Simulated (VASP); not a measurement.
# Sb (R-3m) in VASP: a series of runs, part 2 of 2

VASP 6.6.1. The steps go on from the part before.

**3. Relaxation of cell and atoms, RPBE**

This run uses another cell than the first one, of 30.21 Å³/atom, 0.903 times its volume.

Input file INCAR:

```
ALGO = Normal ; EDIFF = 1E-6
EDIFFG = -0.01 ; ENCUT = 600
GGA = RP ; IBRION = 2
ISIF = 3 ; ISMEAR = -1
LASPH = True ; LCHARG = False
LREAL = False ; LWAVE = False
NELM = 100 ; NSW = 60
PREC = Accurate ; SIGMA = 0.05
```

Input file KPOINTS:

```
k-points
0
Gamma
  8 8 8
```

Input file POSCAR:

```
Sb
1.0
    2.1542000000      1.2437279499      3.7580000000
   -2.1542000000      1.2437279499      3.7580000000
    0.0000000000     -2.4874558998      3.7580000000
Sb
2
Direct
    0.7665100000      0.7665100000      0.7665100000
    0.2334900000      0.2334900000      0.2334900000
```

Potentials or basis: VASP PAW PBE potentials, release 64 (Sb).

Launch:

```
$ cat potpaw_PBE.64/Sb/POTCAR > POTCAR
$ mpirun -np 1 vasp_std > vasp.out
```

OUTCAR:

```text
EDIFF = 1E-6
   EDIFFG = -0.01
   ENCUT = 600
   GGA = RP
   IBRION = 2
   ISIF = 3
   ISMEAR = -1
   LASPH = True
   LREAL = False
   NELM = 100
   NSW = 60
   PREC = Accurate

 ion  position               nearest neighbor table
   1  0.767  0.767  0.767-   2 2.91   2 2.91   2 2.91   2 3.35   2 3.35   2 3.35
   2  0.233  0.233  0.233-   1 2.91   1 2.91   1 2.91   1 3.35   1 3.35   1 3.35

  LATTYP: Found a trigonal (rhomboedric) cell.
 ALAT       =     4.5066618304
 COS(alpha) =     0.5430253624

  Lattice vectors:

 A1 = (   2.1542000000,   1.2437279499,   3.7580000000)
 A2 = (  -2.1542000000,   1.2437279499,   3.7580000000)
 A3 = (   0.0000000000,  -2.4874558998,   3.7580000000)

Analysis of symmetry for initial positions (statically):
=====================================================================
 Subroutine PRICEL returns:
 Original cell was already a primitive cell.

 Routine SETGRP: Setting up the symmetry group for a
 trigonal (rhombohedral) supercell.

 Subroutine GETGRP returns: Found 12 space group operations
 (whereof 12 operations were pure point group operations)
 out of a pool of 12 trial point group operations.

The static configuration has the point symmetry D_3d.

Analysis of symmetry for dynamics (positions and initial velocities):
=====================================================================
 Subroutine PRICEL returns:
 Original cell was already a primitive cell.

 Routine SETGRP: Setting up the symmetry group for a
 trigonal (rhombohedral) supercell.

 Subroutine GETGRP returns: Found 12 space group operations
 (whereof 12 operations were pure point group operations)
 out of a pool of 12 trial point group operations.

The dynamic configuration has the point symmetry D_3d.

 Subroutine INISYM returns: Found 12 space group operations
 (whereof 12 operations are pure point group operations),
 and found     1 'primitive' translations
[... 138 lines left out ...]
  ---------------------------------------------------
  ext. energy  EPLUGINS =         0.00000000
  ---------------------------------------------------
  free energy    TOTEN  =        -7.50625876 eV

  energy without entropy =       -7.50329529  energy(sigma->0) =       -7.50477703

------------------------ aborting loop because EDIFF is reached ----------------------------------------

  FORCE on cell =-STRESS in cart. coord.  units (eV):
  Direction    XX          YY          ZZ          XY          YZ          ZX
  --------------------------------------------------------------------------------------
  -------------------------------------------------------------------------------------
  Total        1.6067708      1.6067708      1.3826918     -0.0000000     -0.0000000      0.0000000
  in kB       42.6132900     42.6132900     36.6704738     -0.0000000     -0.0000000      0.0000000
  external PRESSURE =      40.6323513 kB  Pullay stress =       0.0000000 kB
[... 89 lines left out ...]
  FREE ENERGIE OF THE ION-ELECTRON SYSTEM (eV)
  ---------------------------------------------------
  free  energy   TOTEN  =        -7.5581256574 eV

  energy  without entropy=       -7.5554931986  energy(sigma->0) =       -7.55680943

[... ionic steps 4 to 8 ...]

--------------------------------------- Ionic step        9  -------------------------------------------

 number of electron      10.0000000 magnetization

------------------------ aborting loop because EDIFF is reached ----------------------------------------
[... 67 lines left out ...]
--------------------------------------- Ionic step       11  -------------------------------------------

 number of electron      10.0000000 magnetization

 Free energy of the ion-electron system (eV)
  ---------------------------------------------------
  ext. energy  EPLUGINS =         0.00000000
  ---------------------------------------------------
  free energy    TOTEN  =        -7.56699220 eV

  energy without entropy =       -7.56499270  energy(sigma->0) =       -7.56599245

 E-fermi :   6.3199     XC(G=0):  -9.0115

 val. band max:        6.3029185039   @ k =   0.3750   0.2500   0.2500
 cond. band min:       6.4142042559   @ k =   0.3750   0.1250   0.1250
 fundamental gap:      0.1112857520
 Fermi energy:         6.3198675939

 k-point     1 :       0.0000    0.0000    0.0000
  band No.  band energies     occupation
      1      -5.8251      2.00000
      2       1.0108      2.00000
      3       4.3077      2.00000
      4       4.6481      2.00000
      5       4.6481      2.00000
      6       8.0006      0.00000
      7       8.7058      0.00000
      8       8.7058      0.00000
      9      11.6026      0.00000
[... 265 lines left out ...]
 k-point    24 :       0.3750    0.1250    0.1250
  band No.  band energies     occupation
      1      -4.9516      2.00000
      2      -1.1380      2.00000
      3       3.1450      2.00000
      4       4.7098      2.00000
      5       6.2574      1.55432
      6       6.4142      0.26323
      7       7.2210      0.00000
      8       9.0396      0.00000
      9      11.3604      0.00000

 [... further k-points ...]
[... 5 lines left out ...]
  --------------------------------------------------------------------------------------
  -------------------------------------------------------------------------------------
  Total        0.0023534      0.0023534      0.0023551      0.0000000     -0.0000000      0.0000000
  in kB        0.0566525      0.0566525      0.0566927      0.0000000     -0.0000000      0.0000000
  external PRESSURE =       0.0566659 kB  Pullay stress =       0.0000000 kB
[... 17 lines left out ...]
  FREE ENERGIE OF THE ION-ELECTRON SYSTEM (eV)
  ---------------------------------------------------
  free  energy   TOTEN  =        -7.5669921979 eV

  energy  without entropy=       -7.5649926968  energy(sigma->0) =       -7.56599245

 reached required accuracy - stopping structural energy minimisation
```

OSZICAR:

```text
N       E                     dE             d eps       ncg     rms          rms(c)
DAV:   1     0.415623910617E+02    0.41562E+02   -0.39540E+03  1170   0.974E+02
DAV:   2    -0.563993814345E+01   -0.47202E+02   -0.46079E+02  1561   0.130E+02
DAV:   3    -0.748030337139E+01   -0.18404E+01   -0.18318E+01  1503   0.307E+01
[... 80 lines left out ...]
       N       E                     dE             d eps       ncg     rms          rms(c)
DAV:   1    -0.756714373778E+01   -0.37243E-03   -0.85986E-03  1236   0.532E-01    0.603E-02
DAV:   2    -0.756705690572E+01    0.86832E-04   -0.21084E-04  1195   0.108E-01    0.360E-02
DAV:   3    -0.756699176985E+01    0.65136E-04   -0.13370E-04  1220   0.614E-02    0.120E-02
DAV:   4    -0.756699219794E+01   -0.42809E-06   -0.15124E-06   965   0.102E-02
  11 F= -.75669922E+01 E0= -.75659924E+01  d E =-.626939E-04
```

Run time: 1.8 min. Hardware: 1 thread of Intel Xeon 6975P-C (Granite Rapids), shared host; peak memory 0.24 GiB.

Results:

* Free energy: -7.5670 eV
* Relaxed volume: 33.28 Å³/atom
* Relaxed cell: a = 4.712 Å, b = 4.712 Å, c = 4.712 Å, α = 55.67°, β = 55.67°, γ = 55.67°
* Space group after relaxing (to 0.05 Å): R-3m (No. 166)
* Energy gained by relaxing: 30.4 meV/atom
* Ionic steps: 11
* Pressure after relaxing: 0.0 GPa
* Band gap on the k mesh: zero (band 5 reaches 6.30 eV, above the bottom of band 6 at 6.06 eV)

Forces on the atoms (eV/Å):
```
Sb   0.000  0.000 -0.002
Sb   0.000  0.000  0.002
```

The path:
| step | energy change (eV) | largest force (eV/Å) | pressure (GPa) | volume (Å³) |
| --- | --- | --- | --- | --- |
| 1 | 0.0000 | 0.2273 | 4.06 | 60.41 |
| 2 | -0.0344 | 0.3833 | -1.77 | 67.36 |
| 3 | -0.0519 | 0.1798 | 0.10 | 64.64 |
| 4 | -0.0547 | 0.1339 | 0.08 | 64.93 |
| 5 | -0.0584 | 0.0104 | 0.05 | 65.66 |
| 6 | -0.0585 | 0.0292 | 0.05 | 65.88 |
| 7 | -0.0599 | 0.0135 | -0.02 | 66.19 |
| 8 | -0.0607 | 0.0167 | -0.12 | 66.75 |
| 9 | -0.0607 | 0.0126 | -0.11 | 66.69 |
| 10 | -0.0605 | 0.0300 | 0.22 | 66.31 |
| 11 | -0.0607 | 0.0021 | 0.01 | 66.56 |

Final structure:
```
CELL_PARAMETERS angstrom
2.20029 1.27034 3.96859
-2.20029 1.27034 3.96859
0.00000 -2.54068 3.96859
ATOMIC_POSITIONS crystal
Sb 0.76935 0.76935 0.76935
Sb 0.23065 0.23065 0.23065
```

Caveat: the PAW data sets were made with another functional, which shifts forces and pressure a little; spin-orbit coupling is left out, which moves the levels of the heavy elements; the volume moved by +10 % from the deposited cell, more than functionals usually miss. RPBE and its kin give volumes clearly too large for solids.

**4. Single point, LDA**

This run uses another cell than the first one, of 30.21 Å³/atom, 0.903 times its volume.

Input file INCAR:

```
SYSTEM = Sb
  PREC = Accurate
  ENCUT = 520
  EDIFF = 1E-6
  ISMEAR = -1
  SIGMA = 0.05
  LREAL = .FALSE.
  LASPH = .TRUE.
  NELM = 60
  ALGO = Normal
  ISIF = 2
  LWAVE = .FALSE.
  LCHARG = .TRUE.
  GGA = CA
  LELF = .TRUE.
  LVHAR = .TRUE.
  NBANDS = 12
```

Input file KPOINTS:

```
Automatic mesh
0
G
  4 4 4
  0 0 0
```

POSCAR is that of step 3.

Potentials or basis: VASP PAW LDA potentials, release 64 (Sb).

Launch:

```
$ cat potpaw_LDA.64/Sb/POTCAR > POTCAR
$ mpirun -np 1 vasp_std > vasp.out
```

Wall time 11 s (1 thread of AMD EPYC 7R43 (Zen 3), shared host); peak memory 0.13 GiB.

The run converged. Its results:

| Quantity | Value |
| --- | --- |
| Free energy | -9.6698 eV |
| Pressure | -0.9 GPa |
| Largest force | 0.175 eV/Å |
| Band gap on the k mesh | 0.07 eV, direct |

Forces on the atoms (eV/Å):
```
Sb   0.000  0.000  0.175
Sb   0.000  0.000 -0.175
```

Stress tensor (GPa, compression positive):
```
-0.43  0.00  0.00
 0.00 -0.43  0.00
 0.00  0.00 -1.77
```

Levels at points of the mesh, in eV from the valence-band top:
```csv
k point,band 1,band 2,band 3,band 4,band 5,band 6,band 7,band 8,band 9,band 10
"(0.00, 0.00, 0.00)",-12.44,-4.60,-1.76,-1.49,-1.49,2.38,2.97,2.97,5.37,5.37
"(0.50, 0.00, 0.00)",-10.08,-9.37,-1.61,-1.51,0.00,0.07,0.46,0.78,7.80,8.42
"(0.50, 0.50, 0.00)",-10.09,-7.74,-5.14,-3.45,-3.35,1.84,5.18,5.75,7.14,8.86
"(0.50, 0.50, 0.50)",-10.90,-8.73,-0.99,-0.99,-0.21,0.42,0.42,1.38,7.24,8.87
```

Caveat: the k points lie up to 0.44 Å⁻¹ apart; spin-orbit coupling is left out, which moves the levels of the heavy elements.

**5. Overview**

| task | level | potentials or basis | cell | k mesh | cutoff (eV) | gap on the mesh (eV) | pressure (GPa) | largest force (eV/Å) |
| --- | --- | --- | --- | --- | --- | --- | --- | --- |
| single point | RPBE | VASP PAW PBE potentials, release 64 (Sb) | a = 4.733 Å, angles 55.4°, 2 atoms | 8 × 8 × 8 | 520 | none | 0.0 | 0.03 |
| relaxation of cell and atoms | RPBE | VASP PAW PBE potentials, release 64 (Sb) | relaxed from a = 4.507 Å, angles 57.1°, 2 atoms | 8 × 8 × 8 | 600 | none | 0.0 | - |
| single point | LDA | VASP PAW LDA potentials, release 64 (Sb) | a = 4.507 Å, angles 57.1°, 2 atoms | 4 × 4 × 4 | 520 | 0.07 | -0.9 | 0.18 |

Alike in all rows: no spin polarisation; smearing fermi-dirac 0.05 eV.

Caveats: some runs use coarse meshes; spin-orbit coupling is left out, which moves the levels of the heavy elements; the PAW data sets were made with another functional, which shifts forces and pressure a little (some runs); the volume moved by +10 % from the deposited cell, more than functionals usually miss (some runs).

Total energies depend on the potentials used, so only differences within one code and one set of settings carry meaning.
